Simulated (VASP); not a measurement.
# BN (Qingsongite) (F-43m) in VASP: notebook

Runs on BN (Qingsongite). Level: PBEsol. Tasks: relaxation of cell and atoms, single point.

Program: VASP 6.6.1. These are calculated values, not measurements. Logs are shortened: lines on timing, memory, paths and dates and some standing lists are left out, and cuts for length are marked.

## Step 1: The cell of the first run

It takes space group F-43m (No. 216, cubic). Conventional cell: a = 3.476 Å, b = 3.476 Å, c = 3.476 Å, α = 90.00°, β = 90.00°, γ = 90.00°. B (site symmetry -43m) has 4 N at 1.51 Å within 2.0 Å. Within 2.0 Å of N (site symmetry -43m) lie 4 B at 1.51 Å.

## Step 2: Relaxation of cell and atoms, PBEsol, target pressure 51.9 GPa, at which the enthalpy is minimised

Contents of INCAR:

```
ALGO = Normal ; EDIFF = 1E-7
EDIFFG = -0.002 ; ENCUT = 600
GGA = PS ; GGA_COMPAT = F
IBRION = 2 ; ISIF = 3
ISMEAR = 0 ; LASPH = T
LCHARG = F ; LREAL = F
LWAVE = F ; NELM = 120
NELMIN = 4 ; NSW = 80
PREC = Accurate ; PSTRESS = 519.0
SIGMA = 0.01
```

Contents of KPOINTS:

```
k-points
0
Gamma
  12 12 12
```

Contents of POSCAR:

```
BN
1.0
    0.0000000000      1.7378284745      1.7378284745
    1.7378284745      0.0000000000      1.7378284745
    1.7378284745      1.7378284745      0.0000000000
B N
1 1
Direct
    0.0000000000      0.0000000000      0.0000000000
    0.2500000000      0.2500000000      0.2500000000
```

Potentials or basis: VASP PAW PBE potentials, release 64 (B, N).

The run is started by

```console
cat potpaw_PBE.64/B/POTCAR potpaw_PBE.64/N/POTCAR > POTCAR
mpirun -np 1 vasp_std > vasp.out
```

OUTCAR:

```text
EDIFF = 1E-7
   EDIFFG = -0.002
   ENCUT = 600
   GGA = PS
   IBRION = 2
   ISIF = 3
   ISMEAR = 0
   LASPH = T
   LREAL = F
   NELM = 120
   NELMIN = 4
   NSW = 80
   PREC = Accurate
   PSTRESS = 519.0

 ion  position               nearest neighbor table
   1  0.000  0.000  0.000-   2 1.51   2 1.51   2 1.51   2 1.51
   2  0.250  0.250  0.250-   1 1.51   1 1.51   1 1.51   1 1.51

  LATTYP: Found a face centered cubic cell.
 ALAT       =     3.4756569490

  Lattice vectors:

 A1 = (   0.0000000000,   1.7378284745,   1.7378284745)
 A2 = (   1.7378284745,   0.0000000000,   1.7378284745)
 A3 = (   1.7378284745,   1.7378284745,   0.0000000000)

Analysis of symmetry for initial positions (statically):
=====================================================================
 Subroutine PRICEL returns:
 Original cell was already a primitive cell.

 Routine SETGRP: Setting up the symmetry group for a
 face centered cubic supercell.

 Subroutine GETGRP returns: Found 24 space group operations
 (whereof 24 operations were pure point group operations)
 out of a pool of 48 trial point group operations.

The static configuration has the point symmetry T_d .

Analysis of symmetry for dynamics (positions and initial velocities):
=====================================================================
 Subroutine PRICEL returns:
 Original cell was already a primitive cell.

 Routine SETGRP: Setting up the symmetry group for a
 face centered cubic supercell.

 Subroutine GETGRP returns: Found 24 space group operations
 (whereof 24 operations were pure point group operations)
 out of a pool of 48 trial point group operations.

The dynamic configuration has the point symmetry T_d .

 Subroutine INISYM returns: Found 24 space group operations
 (whereof 24 operations are pure point group operations),
 and found     1 'primitive' translations

----------------------------------------------------------------------------------------

                                     Primitive cell

  volume of cell :      10.4967

  direct lattice vectors                    reciprocal lattice vectors
     0.000000000  1.737828475  1.737828475    -0.287715392  0.287715392  0.287715392
     1.737828475  0.000000000  1.737828475     0.287715392 -0.287715392  0.287715392
     1.737828475  1.737828475  0.000000000     0.287715392  0.287715392 -0.287715392

  length of vectors
     2.457660598  2.457660598  2.457660598     0.498337676  0.498337676  0.498337676

  position of ions in fractional coordinates (direct lattice)
     0.000000000  0.000000000  0.000000000
     0.250000000  0.250000000  0.250000000

  ion indices of the primitive-cell ions
   primitive index   ion index
                 1           1
                 2           2

----------------------------------------------------------------------------------------

 KPOINTS: k-points

Automatic generation of k-mesh.
 Grid dimensions read from file:
 generate k-points for:   12   12   12

 Generating k-lattice:

  Cartesian coordinates                     Fractional coordinates (reciprocal lattice)
    -0.023976283  0.023976283  0.023976283     0.083333333  0.000000000  0.000000000
     0.023976283 -0.023976283  0.023976283     0.000000000  0.083333333  0.000000000
     0.023976283  0.023976283 -0.023976283     0.000000000  0.000000000  0.083333333

  Length of vectors
     0.041528140  0.041528140  0.041528140

  Shift w.r.t. Gamma in fractional coordinates (k-lattice)
     0.000000000  0.000000000  0.000000000

 Subroutine IBZKPT returns following result:
 ===========================================

 Found     72 irreducible k-points:

 Following reciprocal coordinates:
            Coordinates               Weight
  0.000000  0.000000  0.000000      1.000000
  0.083333  0.000000  0.000000      8.000000
  0.166667  0.000000  0.000000      8.000000
  0.250000  0.000000  0.000000      8.000000
  0.333333  0.000000  0.000000      8.000000
  0.416667  0.000000  0.000000      8.000000
[... 16 lines left out ...]
  0.500000  0.166667  0.000000     24.000000
 -0.416667  0.166667  0.000000     24.000000
 [... further k-points ...]
   k-points           NKPTS =     72   k-points in BZ     NKDIM =     72   number of bands    NBANDS=      8
   number of dos      NEDOS =    301   number of ions     NIONS =      2
   total plane-waves  NPLWV =   8000
   dimension x,y,z NGX =    20 NGY =   20 NGZ =   20
   dimension x,y,z NGXF=    40 NGYF=   40 NGZF=   40
   ions per type =               1   1
   NGX,Y,Z   is equivalent  to a cutoff of  13.53, 13.53, 13.53 a.u.
   NGXF,Y,Z  is equivalent  to a cutoff of  27.06, 27.06, 27.06 a.u.
 SYSTEM =  unknown system
   PREC   = accura    normal or accurate (medium, high low for compatibility)
   ISTART =      0    job   : 0-new  1-cont  2-samecut
   ICHARG =      2    charge: 1-file 2-atom 10-const
   ISPIN  =      1    spin polarized calculation?
   LNONCOLLINEAR =      F non collinear calculations
   LSORBIT =      F    spin-orbit coupling
   LASPH  =      T    aspherical Exc in radial PAW
   ENCUT  =  600.0 eV  44.10 Ry    6.64 a.u.   4.91  4.91  4.91*2*pi/ulx,y,z
   NELM   =    120;   NELMIN=  4; NELMDL= -5     # of ELM steps
   EDIFF  = 0.1E-06   stopping-criterion for ELM
   LREAL  =      F    real-space projection
   EDIFFG = -.2E-02   stopping-criterion for IOM
   NSW    =     80    number of steps for IOM
   IBRION =      2    ionic relax: 0-MD 1-quasi-New 2-CG
   NFREE  =      1    steps in history (QN), initial steepest desc. (CG)
   ISIF   =      3    stress and relaxation
   ISYM   =      2    0-nonsym 1-usesym 2-fastsym
   POTIM  = 0.5000    time-step for ionic-motion
   TEBEG  =    0.0;   TEEND  =   0.0 temperature during run
   PSTRESS=  519.0 pullay stress
   NELECT =       8.0000    total number of electrons
   NUPDOWN=      -1.0000    fix difference up-down
   EMIN   =  10.00;   EMAX   =-10.00  energy-range for DOS
   EFERMI =   0.00;   METHOD = LEGACY
   ISMEAR =     0;   SIGMA  =   0.01  broadening in eV -4-tet -1-fermi 0-gaus
   EFERMI_NEDOS =   21; number of points for ismear=-14 and -15
   IALGO  =     38    algorithm
   IMIX   =      4    mixing-type and parameters
     AMIX     =   0.40;   BMIX     =  1.00
     AMIX_MAG =   1.60;   BMIX_MAG =  1.00
  volume/ion in A,a.u.               =       5.25        35.42
  Fermi-wavevector in a.u.,A,eV,Ry     =   1.495390  2.825878 30.425245  2.236192
  Thomas-Fermi vector in A             =   2.607541
   LORBIT       =      0    0 simple, 1 ext, 2 COOP (PROOUT), +10 PAW based schemes
   GGA     = PS    functional components
   LHFCALC =     F    Hartree Fock is set to
   AEXX    =    0.0000 exact exchange contribution
   IVDW    =     0    specifies the selected vdW correction
   LEPSILON=     F    determine dielectric tensor
   LRPA    =     F    only Hartree local field effects (RPA)
 conjugate gradient relaxation of ions
 non-spin polarized calculation
 Gauss-broadening in eV      SIGMA  =   0.01
  energy-cutoff  :      600.00
  volume of cell :       10.50
 maximum number of plane-waves:       360
   NGX =  9   NGY =  9   NGZ =  9

--------------------------------------- Ionic step        1  -------------------------------------------

 number of electron       8.0000002 magnetization

 Free energy of the ion-electron system (eV)
  ---------------------------------------------------
  ext. energy  EPLUGINS =         0.00000000
  ---------------------------------------------------
  free energy    TOTEN  =       -18.16038030 eV

  energy without entropy =      -18.16038030  energy(sigma->0) =      -18.16038030

------------------------ aborting loop because EDIFF is reached ----------------------------------------

  FORCE on cell =-STRESS in cart. coord.  units (eV):
  Direction    XX          YY          ZZ          XY          YZ          ZX
  --------------------------------------------------------------------------------------
  -------------------------------------------------------------------------------------
  Total        3.4498947      3.4498947      3.4498947     -0.0000000      0.0000000     -0.0000000
  in kB      526.5816226    526.5816226    526.5816226     -0.0000000      0.0000000     -0.0000000
  external PRESSURE =       7.5816226 kB  Pullay stress =     519.0000000 kB
[... 61 lines left out ...]
  enthalpy is  TOTEN    =       -14.7600937338 eV   P V=        3.4124601272

--------------------------------------- Ionic step        3  -------------------------------------------

 number of electron       8.0000002 magnetization

 Free energy of the ion-electron system (eV)
  ---------------------------------------------------
  ext. energy  EPLUGINS =         0.00000000
  ---------------------------------------------------
  free energy    TOTEN  =       -18.16490755 eV

  energy without entropy =      -18.16490755  energy(sigma->0) =      -18.16490755

 E-fermi :   8.9914     XC(G=0): -13.5948

 val. band max:        8.8692535378   @ k =   0.0000   0.0000   0.0000
 cond. band min:      13.2597227751   @ k =   0.5000   0.5000   0.0000
 fundamental gap:      4.3904692373
 Fermi energy:         8.9913734305

 k-point     1 :       0.0000    0.0000    0.0000
  band No.  band energies     occupation
      1     -12.7761      2.00000
      2       8.8693      2.00000
      3       8.8693      2.00000
      4       8.8693      2.00000
      5      18.1787      0.00000
      6      18.1787      0.00000
      7      18.1787      0.00000
      8      21.0856      0.00000
[... 243 lines left out ...]
 k-point    24 :      -0.4167    0.1667    0.0000
  band No.  band energies     occupation
      1      -7.5267      2.00000
      2      -2.2660      2.00000
      3       4.3109      2.00000
      4       5.9646      2.00000
      5      18.5978      0.00000
      6      21.9201      0.00000
      7      22.5187      0.00000
      8      26.0283      0.00000

 [... further k-points ...]

------------------------ aborting loop because EDIFF is reached ----------------------------------------

  FORCE on cell =-STRESS in cart. coord.  units (eV):
  Direction    XX          YY          ZZ          XY          YZ          ZX
  --------------------------------------------------------------------------------------
  -------------------------------------------------------------------------------------
  Total        3.4052776      3.4052776      3.4052776      0.0000000      0.0000000     -0.0000000
  in kB      519.0852191    519.0852191    519.0852191      0.0000000      0.0000000     -0.0000000
  external PRESSURE =       0.0852191 kB  Pullay stress =     519.0000000 kB
[... 17 lines left out ...]
  FREE ENERGIE OF THE ION-ELECTRON SYSTEM (eV)
  ---------------------------------------------------
  free  energy   TOTEN  =       -18.1649075484 eV

  energy  without entropy=      -18.1649075484  energy(sigma->0) =      -18.16490755

  enthalpy is  TOTEN    =       -14.7601890145 eV   P V=        3.4047185338

 reached required accuracy - stopping structural energy minimisation
```

It took 6.4 s on 1 thread of Intel Xeon 6975P-C (Granite Rapids), shared host; peak memory 0.12 GiB.

What came out:

```yaml
Free_energy: -18.1649 eV
Relaxed_volume: 5.26 Å³/atom
Relaxed_cell: a = 2.459 Å, b = 2.459 Å, c = 2.459 Å, α = 60.00°, β = 60.00°, γ = 60.00°
Space_group_after_relaxing_to_0.05_Å: F-43m (No. 216)
Energy_change_on_relaxing_the_enthalpy_is_what_falls: -2.3 meV/atom
Ionic_steps: 3
Pressure_after_relaxing: 51.9 GPa
Band_gap_on_the_k_mesh: 4.39 eV, indirect (least direct gap 9.31 eV)
```

The path:
```csv
step,energy change (eV),largest force (eV/Å),pressure (GPa),volume (Å³)
1,0.0000,0.0000,52.66,10.50
2,-0.0122,0.0000,50.63,10.53
3,-0.0045,0.0000,51.91,10.51
```

Final structure:
```cif
data_structure
_symmetry_space_group_name_H-M 'P 1'
_symmetry_Int_Tables_number 1
_cell_length_a 2.4587
_cell_length_b 2.4587
_cell_length_c 2.4587
_cell_angle_alpha 60.000
_cell_angle_beta 60.000
_cell_angle_gamma 60.000
_cell_volume 10.51
loop_
_atom_site_label
_atom_site_type_symbol
_atom_site_fract_x
_atom_site_fract_y
_atom_site_fract_z
_atom_site_occupancy
B1 B 0.00000 0.00000 0.00000 1
N1 N 0.25000 0.25000 0.25000 1
```

Caveat: the cell is relaxed towards a set pressure, so the enthalpy falls and the energy may rise; the PAW data sets were made with another functional, which shifts forces and pressure a little. As with any semilocal functional, this PBEsol gap is likely too small.

[end of part 1 of 2]
